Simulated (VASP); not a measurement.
# AlSi36H17Cl3 in VASP: single point with PBE+D3(BJ)

Aim: the single point of AlSi36H17Cl3 with PBE+D3(BJ).

All numbers are computed with VASP 6.6.1; they aren't measurements. Logs are shortened: lines on timing, memory, paths and dates and some standing lists are left out, and cuts for length are marked.

### 1 The cell of the first run

The cell holds a slab with vacuum, 57 atoms: a = 11.519 Å, b = 11.519 Å, c = 20.869 Å, α = 90.00°, β = 90.00°, γ = 60.00°.

### 2 Single point, PBE+D3(BJ), collinear spin

File INCAR:

```
PREC = Accurate
ENCUT = 520
EDIFF = 1E-6
ISMEAR = -1
SIGMA = 0.02
LREAL = Auto
LASPH = True
NELM = 150
ALGO = Normal
ISIF = 2
LWAVE = False
LCHARG = False
ISPIN = 2
MAGMOM = 0 0 0 0 0 0 0 0 0 0 0 0 0 0 0 0 0 0 0 0 0 0 0 0 0 0 0 0 0 0 0 0 0 0 0 0 0 0 0 0 0 0 0 0 0 0 0 0 0 0 0 0 0 1 0 0 0
LORBIT = 11
GGA = PE
IVDW = 12
NBANDS = 130
```

File KPOINTS:

```
Automatic mesh
0
Gamma
  1 1 1
```

File POSCAR:

```
AlSi36H17Cl3
1.0
   11.5187690000      0.0000000000      0.0000000000
    5.7593850000      9.9755470000      0.0000000000
    0.0000000000      0.0000000000     20.8687650000
H Si Al Cl
17 36 1 3
Direct
    0.1111112597      0.1111117014      0.0479185040
    0.4444454901      0.1111117014      0.0479185040
    0.7777797205      0.1111117014      0.0479185040
    0.1111108082      0.4444468058      0.0479185040
    0.4444450387      0.4444468058      0.0479185040
    0.7777792691      0.4444468058      0.0479185040
    0.1111103568      0.7777819101      0.0479185040
    0.4444445872      0.7777819101      0.0479185040
    0.7777788177      0.7777819101      0.0479185040
    0.3518185806     -0.0048819378      0.3629395415
    0.6508745166     -0.0000300735      0.3510126258
    0.0365371403      0.3029207321      0.3658625702
    0.3579276302      0.2957632298      0.3505094815
    0.7948522185      0.2843152360      0.2616925343
    0.0093153258      0.6594625839      0.3693031188
    0.3005731410      0.7215644415      0.3569545203
    0.6283669059      0.7342254014      0.3529916600
    0.1111112597      0.1111117014      0.1197962601
    0.4444454901      0.1111117014      0.1197962601
    0.7777797205      0.1111117014      0.1197962601
    0.1111108082      0.4444468058      0.1197962601
    0.4444450387      0.4444468058      0.1197962601
    0.7777792691      0.4444468058      0.1197962601
    0.1111103568      0.7777819101      0.1197962601
    0.4444445872      0.7777819101      0.1197962601
    0.7777788177      0.7777819101      0.1197962601
   -0.1050800207      0.2211507800      0.1411631211
    0.2234556757      0.2211808535      0.1413787543
    0.5530412599      0.2191458774      0.1356477012
   -0.1088668713      0.5552176738      0.1537944387
    0.2186951042      0.5572125519      0.1506941115
    0.5525407379      0.5638989020      0.1427971420
   -0.1103088276      0.8859664538      0.1491080090
    0.2223730568      0.8920112351      0.1489738372
    0.5550858449      0.8903371414      0.1375404822
   -0.0458752621      0.1876288087      0.2506856539
    0.2082055247      0.2079785700      0.2496122794
    0.5482414201      0.1875085146      0.2434499598
   -0.1122678675      0.5620543916      0.2635326048
    0.2203576963      0.5488521081      0.2603172732
    0.5469285320      0.5818427802      0.2516488158
   -0.1053058238      0.8738768912      0.2593397357
    0.2194685115      0.8990183696      0.2569533942
    0.5293036837      0.8916704016      0.2418830247
    0.0129266860     -0.0152272352      0.2931654077
    0.3333041122     -0.0016239711      0.2943921214
    0.6664557087     -0.0332412849      0.2833085714
    0.0033448363      0.3380867235      0.2993325192
    0.3243171399      0.3123537987      0.2828341783
    0.6554894908      0.3363324337      0.1623862265
    0.0074044681      0.6574677058      0.2999410842
    0.3193745660      0.6872605582      0.2891642126
    0.6604426549      0.6872806073      0.2877602005
    0.6916432069      0.3534442773      0.3087532971
    0.7792918210      0.1548286024      0.3526610223
    0.7673709378      0.4694479411      0.3631120481
    0.4681641330      0.4635435029      0.3492588086
```

Potentials or basis: VASP PAW PBE potentials, release 64 (H, Si, Al, Cl).

Command:

```
> cat potpaw_PBE.64/H/POTCAR potpaw_PBE.64/Si/POTCAR potpaw_PBE.64/Al/POTCAR potpaw_PBE.64/Cl/POTCAR > POTCAR
> mpirun -np 1 vasp_gam > vasp.out
```

OUTCAR:

```text
PREC = Accurate
   ENCUT = 520
   EDIFF = 1E-6
   ISMEAR = -1
   LREAL = Auto
   LASPH = True
   NELM = 150
   ISIF = 2
   ISPIN = 2
   LORBIT = 11
   GGA = PE
   IVDW = 12
 IVDW          = 12

 ion  position               nearest neighbor table
   1  0.111  0.111  0.048-  18 1.50
   2  0.444  0.111  0.048-  19 1.50
   3  0.778  0.111  0.048-  20 1.50
   4  0.111  0.444  0.048-  21 1.50
   5  0.444  0.444  0.048-  22 1.50
   6  0.778  0.444  0.048-  23 1.50
   7  0.111  0.778  0.048-  24 1.50
   8  0.444  0.778  0.048-  25 1.50
   9  0.778  0.778  0.048-  26 1.50
  10  0.352  0.995  0.363-  46 1.44
  11  0.651  1.000  0.351-  47 1.45
  12  0.037  0.303  0.366-  48 1.44
  13  0.358  0.296  0.351-  49 1.45
  14  0.795  0.284  0.262-  54 1.44  36 1.62
  15  0.009  0.659  0.369-  51 1.45
  16  0.301  0.722  0.357-  52 1.46
  17  0.628  0.734  0.353-  53 1.44
  18  0.111  0.111  0.120-   1 1.50  27 2.20  28 2.26  34 2.27  36 3.15
  19  0.444  0.111  0.120-   2 1.50  29 2.19  35 2.23  28 2.25
  20  0.778  0.111  0.120-   3 1.50  29 2.27  27 2.31  33 2.33  50 2.42
  21  0.111  0.444  0.120-   4 1.50  28 2.27  31 2.29  30 2.31
  22  0.444  0.444  0.120-   5 1.50  29 2.27  50 2.29  32 2.32  31 2.34
  23  0.778  0.444  0.120-   6 1.50  27 2.27  32 2.30  30 2.35  50 2.47
  24  0.111  0.778  0.120-   7 1.50  33 2.29  31 2.29  34 2.33
  25  0.444  0.778  0.120-   8 1.50  32 2.19  35 2.26  34 2.30
  26  0.778  0.778  0.120-   9 1.50  35 2.25  33 2.28  30 2.33
  27  0.895  0.221  0.141-  18 2.20  23 2.27  20 2.31  36 2.36  50 2.43
  28  0.223  0.221  0.141-  19 2.25  18 2.26  21 2.27  37 2.28
  29  0.553  0.219  0.136-  19 2.19  50 2.26  20 2.27  22 2.27  38 2.28
  30  0.891  0.555  0.154-  39 2.29  21 2.31  26 2.33  23 2.35
  31  0.219  0.557  0.151-  40 2.29  21 2.29  24 2.29  22 2.34
  32  0.553  0.564  0.143-  25 2.19  41 2.28  23 2.30  50 2.31  22 2.32
  33  0.890  0.886  0.149-  26 2.28  24 2.29  42 2.30  20 2.33
  34  0.222  0.892  0.149-  43 2.25  18 2.27  25 2.30  24 2.33
  35  0.555  0.890  0.138-  44 2.20  19 2.23  26 2.25  25 2.26
  36  0.954  0.188  0.251-  14 1.62  45 2.26  48 2.31  27 2.36  54 2.91  37 3.05  18 3.15
  37  0.208  0.208  0.250-  28 2.28  46 2.30  49 2.31  48 2.31  36 3.05
  38  0.548  0.188  0.243-  29 2.28  47 2.36  49 2.38  50 3.07
  39  0.888  0.562  0.264-  51 2.28  30 2.29  53 2.33  48 2.36
  40  0.220  0.549  0.260-  51 2.28  31 2.29  49 2.41  52 2.45
  41  0.547  0.582  0.252-  32 2.28  53 2.31  52 2.40  54 2.60  57 2.84  50 3.08
  42  0.895  0.874  0.259-  33 2.30  51 2.32  47 2.34  45 2.39
  43  0.219  0.899  0.257-  45 2.20  52 2.22  34 2.25  46 2.27
  44  0.529  0.892  0.242-  35 2.20  46 2.24  53 2.28  47 2.31
  45  0.013  0.985  0.293-  43 2.20  36 2.26  42 2.39  55 2.71
  46  0.333  0.998  0.294-  10 1.44  44 2.24  43 2.27  37 2.30
  47  0.666  0.967  0.283-  11 1.45  44 2.31  42 2.34  38 2.36
  48  0.003  0.338  0.299-  12 1.44  36 2.31  37 2.31  39 2.36  56 2.71
  49  0.324  0.312  0.283-  13 1.45  37 2.31  38 2.38  40 2.41
  50  0.655  0.336  0.162-  29 2.26  22 2.29  32 2.31  20 2.42  27 2.43  23 2.47  38 3.07  41 3.08
                            54 3.10
  51  0.007  0.657  0.300-  15 1.45  40 2.28  39 2.28  42 2.32
  52  0.319  0.687  0.289-  16 1.46  43 2.22  41 2.40  40 2.45  57 2.60
  53  0.660  0.687  0.288-  17 1.44  44 2.28  41 2.31  39 2.33  56 2.68
  54  0.692  0.353  0.309-  14 1.44  55 2.19  56 2.24  57 2.38  41 2.60  36 2.91  50 3.10
  55  0.779  0.155  0.353-  54 2.19  45 2.71
  56  0.767  0.469  0.363-  54 2.24  53 2.68  48 2.71
  57  0.468  0.464  0.349-  54 2.38  52 2.60  41 2.84

  LATTYP: Found a hexagonal cell.
 ALAT       =    11.5187696186
 C/A-ratio  =     1.8117182382

  Lattice vectors:

 A1 = (  -5.7593850000,  -9.9755470000,   0.0000000000)
 A2 = (  11.5187690000,   0.0000000000,   0.0000000000)
 A3 = (   0.0000000000,   0.0000000000,  20.8687650000)

Analysis of symmetry for initial positions (statically):
=====================================================================
 Subroutine PRICEL returns:
 Original cell was already a primitive cell.

 Routine SETGRP: Setting up the symmetry group for a
 hexagonal supercell.

 Subroutine GETGRP returns: Found  1 space group operations
 (whereof  1 operations were pure point group operations)
 out of a pool of 24 trial point group operations.

The static configuration has the point symmetry C_1 .

Analysis of symmetry for dynamics (positions and initial velocities):
[... 209 lines left out ...]
   ENCUT  =  520.0 eV  38.22 Ry    6.18 a.u.  21.42 21.42 38.80*2*pi/ulx,y,z
   NELM   =    150;   NELMIN=  2; NELMDL= -5     # of ELM steps
   EDIFF  = 0.1E-05   stopping-criterion for ELM
   LREAL  =      T    real-space projection
   EDIFFG = 0.1E-04   stopping-criterion for IOM
   NSW    =      0    number of steps for IOM
   IBRION =     -1    ionic relax: 0-MD 1-quasi-New 2-CG
   NFREE  =      0    steps in history (QN), initial steepest desc. (CG)
   ISIF   =      2    stress and relaxation
   ISYM   =      2    0-nonsym 1-usesym 2-fastsym
   POTIM  = 0.5000    time-step for ionic-motion
   TEBEG  =    0.0;   TEEND  =   0.0 temperature during run
   PSTRESS=    0.0 pullay stress
   NELECT =     185.0000    total number of electrons
   NUPDOWN=      -1.0000    fix difference up-down
   EMIN   =  10.00;   EMAX   =-10.00  energy-range for DOS
   EFERMI =   0.00;   METHOD = LEGACY
   ISMEAR =    -1;   SIGMA  =   0.02  broadening in eV -4-tet -1-fermi 0-gaus
   EFERMI_NEDOS =   21; number of points for ismear=-14 and -15
   IALGO  =     38    algorithm
   IMIX   =      4    mixing-type and parameters
     AMIX     =   0.40;   BMIX     =  1.00
     AMIX_MAG =   1.60;   BMIX_MAG =  1.00
  volume/ion in A,a.u.               =      42.07       283.90
  Fermi-wavevector in a.u.,A,eV,Ry     =   0.696924  1.316996  6.608396  0.485703
  Thomas-Fermi vector in A             =   1.780109
   LORBIT       =     11    0 simple, 1 ext, 2 COOP (PROOUT), +10 PAW based schemes
   GGA     = PE    functional components
   LHFCALC =     F    Hartree Fock is set to
   AEXX    =    0.0000 exact exchange contribution
   IVDW    =    12    specifies the selected vdW correction
   LEPSILON=     F    determine dielectric tensor
   LRPA    =     F    only Hartree local field effects (RPA)
 spin polarized calculation
  energy-cutoff  :      520.00
  volume of cell :     2397.95
 maximum number of plane-waves:     32361
 NGX is ok and might be reduce to    90
   NGX = 43   NGY = 43   NGZ = 77

 number of electron     185.0000004 magnetization       0.9848150

 Free energy of the ion-electron system (eV)
  ---------------------------------------------------
  ext. energy  EPLUGINS =         0.00000000
  ---------------------------------------------------
  free energy    TOTEN  =      -246.44494839 eV

  energy without entropy =     -246.43907612  energy(sigma->0) =     -246.44201225

 E-fermi :  -0.9211     XC(G=0):  -3.8720

 val. band max:       -0.9920305094   @ k =   0.0000   0.0000   0.0000
 cond. band min:      -0.8436246847   @ k =   0.0000   0.0000   0.0000
 fundamental gap:      0.1484058247
 Fermi energy:        -0.9211061817

 spin component 1

 k-point     1 :       0.0000    0.0000    0.0000
  band No.  band energies     occupation
      1     -17.2108      1.00000
      2     -16.8921      1.00000
      3     -16.5607      1.00000
      4     -14.2777      1.00000
      5     -12.9811      1.00000
      6     -12.5974      1.00000
[... 96 lines left out ...]
    103       0.5430      0.00000
    104       0.7388      0.00000
 Fermi energy:        -0.9211061817

 spin component 2

 k-point     1 :       0.0000    0.0000    0.0000
  band No.  band energies     occupation
      1     -17.1980      1.00000
      2     -16.8661      1.00000
      3     -16.5398      1.00000
      4     -14.2657      1.00000
      5     -12.9590      1.00000
      6     -12.5843      1.00000
[... 96 lines left out ...]
    103       0.5629      0.00000
    104       0.7590      0.00000
 [bands above 104 left out]

------------------------ aborting loop because EDIFF is reached ----------------------------------------

 Edisp (eV)  -10.35230

 E8    (eV) :    -4.3074

  FORCE on cell =-STRESS in cart. coord.  units (eV):
  Direction    XX          YY          ZZ          XY          YZ          ZX
  --------------------------------------------------------------------------------------
  -------------------------------------------------------------------------------------
  Total      49.87276    49.30787    49.62309    -4.71083    -1.12042    -2.55931
  in kB      33.32226    32.94483    33.15545    -3.14752    -0.74860    -1.70999
  external pressure =       33.14 kB  Pullay stress =        0.00 kB

 VOLUME and BASIS-vectors are now :
 -----------------------------------------------------------------------------
  energy-cutoff  :      520.00
  volume of cell :     2397.95
      direct lattice vectors                 reciprocal lattice vectors
    11.518769000  0.000000000  0.000000000     0.086814832 -0.050122569  0.000000000
     5.759385000  9.975547000  0.000000000     0.000000000  0.100245129  0.000000000
     0.000000000  0.000000000 20.868765000     0.000000000  0.000000000  0.047918504

 POSITION                                       TOTAL-FORCE (eV/Angst)
 -----------------------------------------------------------------------------------
      1.91980      1.10840      1.00000        -0.019018     -0.140337     -0.339880
      5.75940      1.10840      1.00000        -0.165236      0.139722     -0.391099
      9.59900      1.10840      1.00000         0.098201     -0.093961     -0.173482
      3.83960      4.43360      1.00000        -0.084314      0.108412     -0.134239
      7.67920      4.43360      1.00000         0.046385      0.051003     -0.135255
     11.51880      4.43360      1.00000         0.027361      0.035960     -0.129975
[... 49 lines left out ...]
     11.54290      4.68300      7.57770        -0.485778     -0.784885      1.606207
      8.06240      4.62410      7.28860         0.801852     -1.627457      1.128479
 -----------------------------------------------------------------------------------
    total drift:                               -0.005993     -0.000671      0.070556

  FREE ENERGIE OF THE ION-ELECTRON SYSTEM (eV)
  ---------------------------------------------------
  free  energy   TOTEN  =      -256.7972451035 eV

  energy  without entropy=     -256.7913728419  energy(sigma->0) =     -256.79430897

 total charge

# of ion       s       p       d       tot
------------------------------------------
    1        0.568   0.014   0.000   0.582
    2        0.567   0.014   0.000   0.581
    3        0.560   0.014   0.000   0.574
    4        0.561   0.014   0.000   0.574
    5        0.560   0.014   0.000   0.574
    6        0.557   0.014   0.000   0.571
[... 49 lines left out ...]
   56        1.609   3.557   0.000   5.166
   57        1.613   3.516   0.000   5.129
--------------------------------------------------
tot         42.102  47.039   0.000  89.142

 magnetization (x)

# of ion       s       p       d       tot
------------------------------------------
    1        0.002  -0.000   0.000   0.002
    2        0.001   0.000   0.000   0.001
    3       -0.000  -0.000   0.000  -0.000
    4        0.000   0.000   0.000   0.000
    5        0.001   0.000   0.000   0.001
    6       -0.000   0.000   0.000  -0.000
[... 49 lines left out ...]
   56       -0.000   0.001   0.000   0.001
   57        0.001   0.016   0.000   0.016
--------------------------------------------------
tot          0.074   0.286   0.000   0.361
```

Wall time 51 min (1 thread of Intel Xeon 8259CL, shared host); peak memory 3.3 GiB.

What came out:

- Free energy: -256.7972 eV
- Largest force: 4.087 eV/Å
- Net moment: 0.98 μB per cell
- Site moments: H +0.00, -0.00 (each value once); Si -0.00, +0.00, +0.01, -0.01, +0.02, +0.03, +0.14 (each value once); Al +0.01; Cl +0.03, +0.00, +0.02 μB
- Valence electrons inside the program's atomic spheres: H 0.58, 0.57, 0.59, 0.60, 0.69 (each value once); Si 1.78, 1.73, 1.75, 1.74, 1.77, 1.81, 1.79, 1.69, 1.76, 1.66, 1.70, 1.71, 1.82, 1.80, 1.72 (each value once); Al 0.76; Cl 5.16, 5.17, 5.13
- Dispersion energy per atom: -0.182 eV

Forces in eV/Å, atoms in the order of the input:
```
H   -0.019 -0.140 -0.340
H   -0.165  0.140 -0.391
H    0.098 -0.094 -0.173
H   -0.084  0.108 -0.134
H    0.046  0.051 -0.135
H    0.027  0.036 -0.130
H    0.050 -0.032 -0.110
H   -0.199  0.039 -0.343
H    0.057 -0.159 -0.165
H    0.112  0.017  0.939
H   -0.295 -0.010  0.895
H    0.247 -0.161  0.845
H   -0.148 -0.128  0.927
H    1.933 -1.449 -2.269
H   -0.012  0.046  0.916
H    0.004  0.032  0.838
H   -0.069  0.194  0.952
Si   1.023 -0.565 -2.099
Si  -1.173 -0.752 -1.773
Si   0.524 -0.531 -1.409
Si  -0.036  0.237 -1.013
Si  -1.089  1.008 -1.565
Si   0.360  0.508 -1.293
Si   0.330  0.244 -0.864
Si  -0.289  1.180 -1.883
Si   0.170 -0.542 -1.012
Si  -0.331 -0.151  1.296
Si  -0.417  0.001  0.931
Si  -0.243 -0.536  0.587
Si   0.098  0.263  0.179
Si  -0.123  0.053  0.541
Si   0.071  0.300  0.493
Si   0.208 -0.173  0.744
Si  -0.336 -0.118  0.263
Si  -0.042 -0.192  0.107
Si  -0.872  0.936 -0.279
Si   0.851  0.682  0.419
Si  -0.554  0.298  0.197
Si  -0.056 -0.423 -0.053
Si   0.963 -0.171  0.144
Si  -0.445 -0.247  0.387
Si   0.315  0.296  0.125
Si   0.120 -0.505 -0.400
Si   1.013 -0.022  0.699
Si  -1.151  0.262  0.276
Si  -0.478  0.456 -0.660
Si   0.824  0.767 -0.440
Si   0.084 -0.026 -1.043
Si   1.023  0.549 -0.490
Si   1.203 -0.514  2.094
Si  -0.011  0.343 -0.812
Si  -0.044 -1.505 -0.616
Si  -0.150 -0.319 -0.410
Al  -2.350  2.381  2.349
Cl  -0.886  0.452  1.428
Cl  -0.486 -0.785  1.606
Cl   0.802 -1.627  1.128
```

Levels at points of the mesh, in eV from the Fermi level:
Spin up:
| k point | band 91 | band 92 | band 93 | band 94 | band 95 | band 96 |
| --- | --- | --- | --- | --- | --- | --- |
| (0.00, 0.00, 0.00) | -0.73 | -0.33 | -0.07 | 0.08 | 0.20 | 0.24 |
Spin down:
```tsv
k point	band 90	band 91	band 92	band 93	band 94	band 95
(0.00, 0.00, 0.00)	-0.69	-0.65	-0.13	0.10	0.12	0.22
```

Caveat: the k points lie up to 0.63 Å⁻¹ apart; there is no dipole correction, which matters where the two faces differ.
